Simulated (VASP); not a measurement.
# Ge (P1) in VASP: single point with PBE

Aim: the single point of Ge with PBE.

Program: VASP 6.6.1. These are calculated values, not measurements. Logs are shortened: lines on timing, memory, paths and dates and some standing lists are left out, and cuts for length are marked.

## 1. The cell of the first run

The typed cell holds 24 atoms: a = 7.972 Å, b = 7.972 Å, c = 8.625 Å, α = 68.86°, β = 68.86°, γ = 82.49°.

## 2. Single point, PBE

Contents of INCAR:

```
PREC     = Accurate       # precision mode
ENCUT    = 520            # plane-wave cutoff, eV
EDIFF    = 1E-7           # SCF threshold, eV
ISMEAR   = -1             # smearing method
SIGMA    = 0.05           # smearing width, eV
LREAL    = Auto         
LASPH    = True           # aspherical terms in the spheres
NELM     = 100            # most SCF steps
ALGO     = Normal         # electronic algorithm
ISIF     = 2              # what is computed and relaxed
LWAVE    = False          # write WAVECAR
LCHARG   = False          # write CHGCAR
GGA      = PE             # functional
NBANDS   = 186            # bands
```

Contents of KPOINTS:

```
Automatic mesh
0
Gamma
  2 2 2
  0.5 0.5 0.5
```

Contents of POSCAR:

```
Ge
1.0
    5.2554489296      5.2594135313      2.8750551790
   -5.2554489296      5.2594135313      2.8750551790
    0.0000000000      0.0000000000      8.6251655369
Ge
24
Direct
    0.1593963395      0.6677628056      0.1743022565
    0.1878148525      0.2228868326      0.1196437319
    0.0705659799      0.6682705799      0.6022335572
    0.6302578536      0.5287679510      0.3567508177
    0.0940508233      0.0616779467      0.6136159556
    0.7303158652      0.0938617687      0.1868891465
    0.1446579161      0.5874254192      0.9260650107
    0.6540073519      0.7296183997      0.5524496425
    0.0825090246      0.1848745898      0.8615679691
    0.5585156728      0.1550011438      0.5543552481
    0.5846224548      0.6243494130      0.9742143655
    0.5783591143      0.1862634004      0.8545822162
    0.3675692730      0.4478758283      0.6948757462
    0.3667683894      0.8638524701      0.8219260366
    0.4381261363      0.2976178734      0.1972980539
    0.7945110377      0.3961848380      0.8370728220
    0.3761098941      0.8944638990      0.1597793376
    0.7871999656      0.9157623413      0.8366081056
    0.2357283153      0.4545693725      0.4410542663
    0.8703865661      0.3818716868      0.1509100804
    0.3650985529      0.9022170822      0.4729504150
    0.8530942926      0.8136622664      0.1415867229
    0.9017486550      0.3798410051      0.4902329112
    0.9635952449      0.9361677117      0.3871424448
```

Potentials or basis: VASP PAW PBE potentials, release 64 (Ge_d).

Run with:

```bash
> cat potpaw_PBE.64/Ge_d/POTCAR > POTCAR
> mpirun -np 1 vasp_std > vasp.out
```

OUTCAR:

```text
PREC = Accurate
   ENCUT = 520
   EDIFF = 1E-7
   ISMEAR = -1
   LREAL = Auto
   LASPH = True
   NELM = 100
   ISIF = 2
   GGA = PE

 ion  position               nearest neighbor table
   1  0.159  0.668  0.174-   7 2.49  19 2.54  17 2.60  22 2.63  14 2.84
   2  0.188  0.223  0.120-  15 2.52  20 2.65   9 2.77  17 2.81   7 2.83  24 2.83
   3  0.071  0.668  0.602-  19 2.52  24 2.56  21 2.83   7 2.89  16 2.92
   4  0.630  0.529  0.357-  20 2.58  22 2.72  23 2.75   8 2.78  13 2.81  10 2.86
   5  0.094  0.062  0.614-  21 2.50  18 2.60   9 2.63  23 2.85
   6  0.730  0.094  0.187-  22 2.43  20 2.55  15 2.65  24 2.86
   7  0.145  0.587  0.926-   1 2.49  20 2.61  13 2.63  14 2.69   2 2.83   3 2.89
   8  0.654  0.730  0.552-  21 2.70  24 2.77   4 2.78
   9  0.083  0.185  0.862-   5 2.63  16 2.69   2 2.77  13 2.89
  10  0.559  0.155  0.554-  12 2.75  14 2.75   4 2.86
  11  0.585  0.624  0.974-  16 2.61  18 2.65  14 2.71  15 2.72
  12  0.578  0.186  0.855-  16 2.49  18 2.56  10 2.75  13 2.78  17 2.91
  13  0.368  0.448  0.695-   7 2.63  19 2.73  12 2.78   4 2.81   9 2.89
  14  0.367  0.864  0.822-   7 2.69  11 2.71  10 2.75   1 2.84  21 2.92
  15  0.438  0.298  0.197-   2 2.52   6 2.65  11 2.72  19 2.74
  16  0.795  0.396  0.837-  12 2.49  11 2.61   9 2.69  23 2.85   3 2.92
  17  0.376  0.894  0.160-   1 2.60  21 2.69   2 2.81  12 2.91
  18  0.787  0.916  0.837-  12 2.56   5 2.60  11 2.65  22 2.68
  19  0.236  0.455  0.441-   3 2.52   1 2.54  23 2.65  13 2.73  15 2.74
  20  0.870  0.382  0.151-   6 2.55   4 2.58   7 2.61   2 2.65
  21  0.365  0.902  0.473-   5 2.50  17 2.69   8 2.70   3 2.83  14 2.92
  22  0.853  0.814  0.142-   6 2.43   1 2.63  18 2.68   4 2.72
  23  0.902  0.380  0.490-  19 2.65   4 2.75  16 2.85   5 2.85
  24  0.964  0.936  0.387-   3 2.56   8 2.77   2 2.83   6 2.86

  LATTYP: Found a base centered monoclinic cell.
 ALAT       =    11.9878893848
 B/A-ratio  =     0.8767930302
 C/A-ratio  =     0.7194899169
 COS(beta)  =    -0.4796599446

  Lattice vectors:

 A1 = (  -5.2554489296,  -5.2594135313,  -2.8750551790)
 A2 = (   5.2554489296,  -5.2594135313,  -2.8750551790)
 A3 = (   0.0000000000,   0.0000000000,   8.6251655369)

Analysis of symmetry for initial positions (statically):
=====================================================================
 Subroutine PRICEL returns:
 Original cell was already a primitive cell.

 Routine SETGRP: Setting up the symmetry group for a
 base centered monoclinic supercell.

 Subroutine GETGRP returns: Found  1 space group operations
 (whereof  1 operations were pure point group operations)
 out of a pool of  4 trial point group operations.

The static configuration has the point symmetry C_1 .

Analysis of symmetry for dynamics (positions and initial velocities):
=====================================================================
 Subroutine PRICEL returns:
 Original cell was already a primitive cell.

 Routine SETGRP: Setting up the symmetry group for a
 base centered monoclinic supercell.

 Subroutine GETGRP returns: Found  1 space group operations
 (whereof  1 operations were pure point group operations)
 out of a pool of  4 trial point group operations.

The dynamic configuration has the point symmetry C_1 .

 Subroutine INISYM returns: Found  1 space group operations
 (whereof  1 operations are pure point group operations),
 and found     1 'primitive' translations

----------------------------------------------------------------------------------------

                                     Primitive cell

  volume of cell :     476.8091

  direct lattice vectors                    reciprocal lattice vectors
     5.255448930  5.259413531  2.875055179     0.095139351  0.095067634  0.000000000
    -5.255448930  5.259413531  2.875055179    -0.095139351  0.095067634  0.000000000
     0.000000000  0.000000000  8.625165537     0.000000000 -0.063378423  0.115939804

  length of vectors
     7.971644525  7.971644525  8.625165537     0.134496658  0.134496658  0.132131989

  position of ions in fractional coordinates (direct lattice)
     0.159396339  0.667762806  0.174302256
     0.187814852  0.222886833  0.119643732
     0.070565980  0.668270580  0.602233557
     0.630257854  0.528767951  0.356750818
     0.094050823  0.061677947  0.613615956
     0.730315865  0.093861769  0.186889147
[... 16 lines left out ...]
     0.901748655  0.379841005  0.490232911
     0.963595245  0.936167712  0.387142445

  ion indices of the primitive-cell ions
   primitive index   ion index
                 1           1
                 2           2
                 3           3
                 4           4
                 5           5
                 6           6
[... 16 lines left out ...]
                23          23
                24          24

----------------------------------------------------------------------------------------

 KPOINTS: Automatic mesh

Automatic generation of k-mesh.
 Grid dimensions read from file:
 generate k-points for:    2    2    2

 Generating k-lattice:

  Cartesian coordinates                     Fractional coordinates (reciprocal lattice)
     0.047569675  0.047533817  0.000000000     0.500000000  0.000000000  0.000000000
    -0.047569675  0.047533817  0.000000000     0.000000000  0.500000000  0.000000000
     0.000000000 -0.031689211  0.057969902    -0.000000000 -0.000000000  0.500000000

  Length of vectors
     0.067248329  0.067248329  0.066065995

  Shift w.r.t. Gamma in fractional coordinates (k-lattice)
     0.500000000  0.500000000  0.500000000

 Subroutine IBZKPT returns following result:
 ===========================================

 Found      4 irreducible k-points:

 Following reciprocal coordinates:
            Coordinates               Weight
  0.250000  0.250000  0.250000      2.000000
 -0.250000  0.250000  0.250000      2.000000
 -0.250000  0.250000 -0.250000      2.000000
 -0.250000 -0.250000  0.250000      2.000000
   k-points           NKPTS =      4   k-points in BZ     NKDIM =      4   number of bands    NBANDS=    186
   number of dos      NEDOS =    301   number of ions     NIONS =     24
   total plane-waves  NPLWV = 230400
   dimension x,y,z NGX =    60 NGY =   60 NGZ =   64
   dimension x,y,z NGXF=   120 NGYF=  120 NGZF=  128
   ions per type =              24
   NGX,Y,Z   is equivalent  to a cutoff of  12.51, 12.51, 12.34 a.u.
   NGXF,Y,Z  is equivalent  to a cutoff of  25.03, 25.03, 24.67 a.u.
 SYSTEM =  unknown system
   PREC   = accura    normal or accurate (medium, high low for compatibility)
   ISTART =      0    job   : 0-new  1-cont  2-samecut
   ICHARG =      2    charge: 1-file 2-atom 10-const
   ISPIN  =      1    spin polarized calculation?
   LNONCOLLINEAR =      F non collinear calculations
   LSORBIT =      F    spin-orbit coupling
   LASPH  =      T    aspherical Exc in radial PAW
   ENCUT  =  520.0 eV  38.22 Ry    6.18 a.u.  14.82 14.82 16.04*2*pi/ulx,y,z
   NELM   =    100;   NELMIN=  2; NELMDL= -5     # of ELM steps
   EDIFF  = 0.1E-06   stopping-criterion for ELM
   LREAL  =      T    real-space projection
   EDIFFG = 0.1E-05   stopping-criterion for IOM
   NSW    =      0    number of steps for IOM
   IBRION =     -1    ionic relax: 0-MD 1-quasi-New 2-CG
   NFREE  =      0    steps in history (QN), initial steepest desc. (CG)
   ISIF   =      2    stress and relaxation
   ISYM   =      2    0-nonsym 1-usesym 2-fastsym
   POTIM  = 0.5000    time-step for ionic-motion
   TEBEG  =    0.0;   TEEND  =   0.0 temperature during run
   PSTRESS=    0.0 pullay stress
   NELECT =     336.0000    total number of electrons
   NUPDOWN=      -1.0000    fix difference up-down
   EMIN   =  10.00;   EMAX   =-10.00  energy-range for DOS
   EFERMI =   0.00;   METHOD = LEGACY
   ISMEAR =    -1;   SIGMA  =   0.05  broadening in eV -4-tet -1-fermi 0-gaus
   EFERMI_NEDOS =   21; number of points for ismear=-14 and -15
   IALGO  =     38    algorithm
   IMIX   =      4    mixing-type and parameters
     AMIX     =   0.40;   BMIX     =  1.00
     AMIX_MAG =   1.60;   BMIX_MAG =  1.00
  volume/ion in A,a.u.               =      19.87       134.07
  Fermi-wavevector in a.u.,A,eV,Ry     =   1.456822  2.752994 28.876045  2.122329
  Thomas-Fermi vector in A             =   2.573695
   LORBIT       =      0    0 simple, 1 ext, 2 COOP (PROOUT), +10 PAW based schemes
   GGA     = PE    functional components
   LHFCALC =     F    Hartree Fock is set to
   AEXX    =    0.0000 exact exchange contribution
   IVDW    =     0    specifies the selected vdW correction
   LEPSILON=     F    determine dielectric tensor
   LRPA    =     F    only Hartree local field effects (RPA)
 non-spin polarized calculation
  energy-cutoff  :      520.00
  volume of cell :      476.81
 maximum number of plane-waves:     12839
   NGX = 29   NGY = 29   NGZ = 33

 number of electron     336.0000015 magnetization

 Free energy of the ion-electron system (eV)
  ---------------------------------------------------
  ext. energy  EPLUGINS =         0.00000000
  ---------------------------------------------------
  free energy    TOTEN  =       -99.55817280 eV

  energy without entropy =      -99.48972986  energy(sigma->0) =      -99.52395133

 E-fermi :   6.1279     XC(G=0): -10.9403

 val. band max:        6.0897883462   @ k =  -0.2500  -0.2500   0.2500
 cond. band min:       6.1397135053   @ k =  -0.2500   0.2500  -0.2500
 fundamental gap:      0.0499251591
 Fermi energy:         6.1279370905

 k-point     1 :       0.2500    0.2500    0.2500
  band No.  band energies     occupation
      1     -18.7432      2.00000
      2     -18.6980      2.00000
      3     -18.6763      2.00000
      4     -18.6690      2.00000
      5     -18.6663      2.00000
      6     -18.6562      2.00000
[... 172 lines left out ...]
    179       8.0613      0.00000
    180       8.2777      0.00000

 k-point     2 :      -0.2500    0.2500    0.2500
  band No.  band energies     occupation
      1     -18.7433      2.00000
      2     -18.6987      2.00000
      3     -18.6778      2.00000
      4     -18.6685      2.00000
      5     -18.6645      2.00000
      6     -18.6565      2.00000
[... 172 lines left out ...]
    179       7.8495      0.00000
    180       8.0918      0.00000

 k-point     3 :      -0.2500    0.2500   -0.2500
  band No.  band energies     occupation
      1     -18.7433      2.00000
      2     -18.6987      2.00000
      3     -18.6779      2.00000
      4     -18.6684      2.00000
      5     -18.6644      2.00000
      6     -18.6564      2.00000
[... 172 lines left out ...]
    179       7.8254      0.00000
    180       7.8749      0.00000

 k-point     4 :      -0.2500   -0.2500    0.2500
  band No.  band energies     occupation
      1     -18.7432      2.00000
      2     -18.6980      2.00000
      3     -18.6762      2.00000
      4     -18.6691      2.00000
      5     -18.6664      2.00000
      6     -18.6564      2.00000
[... 172 lines left out ...]
    179       8.1552      0.00000
    180       8.1603      0.00000
 [bands above 180 left out]

------------------------ aborting loop because EDIFF is reached ----------------------------------------

  FORCE on cell =-STRESS in cart. coord.  units (eV):
  Direction    XX          YY          ZZ          XY          YZ          ZX
  --------------------------------------------------------------------------------------
  -------------------------------------------------------------------------------------
  Total        3.7760746      5.0689455     16.9421256      3.0854542     -1.3020266     -1.8703445
  in kB       12.6883917     17.0327051     56.9290458     10.3677644     -4.3750787     -6.2847443
  external PRESSURE =      28.8833809 kB  Pullay stress =       0.0000000 kB

 VOLUME and BASIS-vectors are now :
 -----------------------------------------------------------------------------
  energy-cutoff  :      520.00
  volume of cell :      476.81
      direct lattice vectors                 reciprocal lattice vectors
     5.255448930  5.259413531  2.875055179     0.095139351  0.095067634  0.000000000
    -5.255448930  5.259413531  2.875055179    -0.095139351  0.095067634  0.000000000
     0.000000000  0.000000000  8.625165537     0.000000000 -0.063378423  0.115939804

 POSITION                                       TOTAL-FORCE (eV/Angst)
 -----------------------------------------------------------------------------------
     -2.67169      4.35037      3.88151        -0.522052      0.112060      0.545589
     -0.18432      2.16005      2.21274         0.220242     -0.534425     -0.291723
     -3.14121      3.88585      7.31856        -0.256057     -0.175235      0.733239
      0.53337      6.09580      6.40930        -0.462245      0.066659     -0.314794
      0.17013      0.81904      5.74027        -0.659506     -0.044950     -0.111795
      3.34485      4.33469      3.98151        -0.939469      0.307795      0.282056
[... 16 lines left out ...]
      2.74286      6.74041      7.91298         0.016647     -0.309527      0.111022
      0.14414      9.99164      8.80109        -0.285098      0.121913      0.063364
 -----------------------------------------------------------------------------------
    total drift:                                0.000150     -0.002247      0.000215

  FREE ENERGIE OF THE ION-ELECTRON SYSTEM (eV)
  ---------------------------------------------------
  free  energy   TOTEN  =       -99.5581727972 eV

  energy  without entropy=      -99.4897298608  energy(sigma->0) =      -99.52395133
```

Run time: 19 min. Hardware: 1 thread of Oxide Virtual Turin-like, shared host; peak memory 0.61 GiB.

Results:

```
Free energy            : -99.5582 eV
Pressure               : 2.9 GPa
Largest force          : 1.110 eV/Å
Band gap on the k mesh : zero (bands 168 and 169 overlap by 0.09 eV)
```

Forces in eV/Å, atoms in the order of the input:
```
Ge  -0.522  0.112  0.546
Ge   0.220 -0.534 -0.292
Ge  -0.256 -0.175  0.733
Ge  -0.462  0.067 -0.315
Ge  -0.660 -0.045 -0.112
Ge  -0.939  0.308  0.282
Ge  -0.049  0.106 -1.104
Ge   0.050 -0.331  0.502
Ge   0.262  0.242  0.384
Ge   0.276  0.029 -0.083
Ge   0.071  0.164 -0.115
Ge  -0.114 -0.595 -0.066
Ge   0.360 -0.250  0.238
Ge   0.062  0.230 -0.046
Ge  -0.160  0.044  0.459
Ge   0.070  0.901 -0.167
Ge  -0.161  0.226 -0.205
Ge   0.438 -0.180 -0.167
Ge   1.010 -0.126 -0.190
Ge   0.005  0.066  0.164
Ge   0.248  0.169 -0.219
Ge   0.520 -0.241 -0.401
Ge   0.017 -0.310  0.111
Ge  -0.285  0.122  0.063
```

Caveat: the k points lie up to 0.42 Å⁻¹ apart; the atoms stand as in a frame of molecular dynamics; semilocal functionals underestimate gaps, and a narrow one can read as zero; forces of over 1 eV/Å act on the atoms, so gaps and moduli don't describe the material at rest.

The gap in the log of VASP goes by the Fermi energy; the results here count the filled bands.